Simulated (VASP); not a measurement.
Input of a VASP 6.6.1 run:

File INCAR:

```
SYSTEM = Re
PREC     = Accurate       ! precision mode
ENCUT    = 520            ! plane-wave cutoff, eV
EDIFF    = 1E-6           ! SCF threshold, eV
ISMEAR   = 0              ! smearing method
SIGMA    = 0.1            ! smearing width, eV
LREAL    = .FALSE.        ! projectors in reciprocal space
LASPH    = .TRUE.         ! aspherical terms in the spheres
NELM     = 100            ! most SCF steps
ALGO     = Normal         ! electronic algorithm
ISIF     = 2              ! what is computed and relaxed
LWAVE    = .FALSE.        ! write WAVECAR
LCHARG   = .FALSE.        ! write CHGCAR
GGA      = PS             ! functional
NBANDS   = 10             ! bands
```

File KPOINTS:

```
Automatic mesh
0
G
  9 9 8
  0 0 0
```

Contents of POSCAR:

```
Re
1.0
    2.7455139773      0.0000000000      0.0000000000
   -1.3727569887      2.3776848508      0.0000000000
    0.0000000000      0.0000000000      2.4381069124
Re
1
Direct
    0.0000000000      0.0000000000      0.0000000000
```

Potentials or basis: VASP PAW PBE potentials, release 64 (Re).

Command:

```console
$ cat potpaw_PBE.64/Re/POTCAR > POTCAR
$ mpirun -np 1 vasp_std > vasp.out
```

Problem. What does it give for the band gap on the k mesh?

Solution. Zero (an odd number of electrons rules out a gap without spin polarisation).

Problem. Estimate the pressure.

Solution. -0.7 GPa.

Stress tensor (GPa, compression positive):
```
 0.39  0.00  0.00
 0.00  0.39  0.00
 0.00  0.00 -2.98
```

Caveat: the PAW data sets were made with another functional, which shifts forces and pressure a little; spin-orbit coupling is left out, which moves the levels of the heavy elements.
